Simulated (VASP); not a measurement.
SiC, 4 atoms in the cell. The structure is hexagonal, space group P6_3mc (No. 186). Conventional cell: a = 3.072 Å, b = 3.072 Å, c = 5.041 Å, α = 90.00°, β = 90.00°, γ = 120.00°. Si (site symmetry 3m) has 4 C at 1.88 to 1.89 Å within 2.5 Å. C (site symmetry 3m) has 4 Si at 1.88 to 1.89 Å within 2.5 Å. 

| Item | Value |
| --- | --- |
| Program | VASP 6.6.1 |
| Task | single point |
| Functional | LDA |
| Potentials or basis | VASP PAW LDA potentials, release 64 (Si, C) |
| Cutoff | 520 eV |
| k mesh | 8 × 8 × 4 |
| Occupations | gaussian, width 0.01 eV |
| Spin | no spin polarisation |
| Dipole correction | no |
| Further INCAR settings | ALGO = Normal; EDIFF = 1e-07; NBANDS = 16 |

Potentials or basis: VASP PAW LDA potentials, release 64 (Si, C).

The run is started by

```console
$ cat potpaw_LDA.64/Si/POTCAR potpaw_LDA.64/C/POTCAR > POTCAR
$ mpirun -np 1 vasp_std > vasp.out
```

Hardware: 1 thread of AMD EPYC 9R45 (Zen 5), with other jobs on the host.

Problem. Estimate the wall time of this run.

Solution. Wall time 7.9 s on 1 thread of AMD EPYC 9R45 (Zen 5) (shared host), peak memory 0.11 GiB. Counts: scf iterations 14, k points 30.
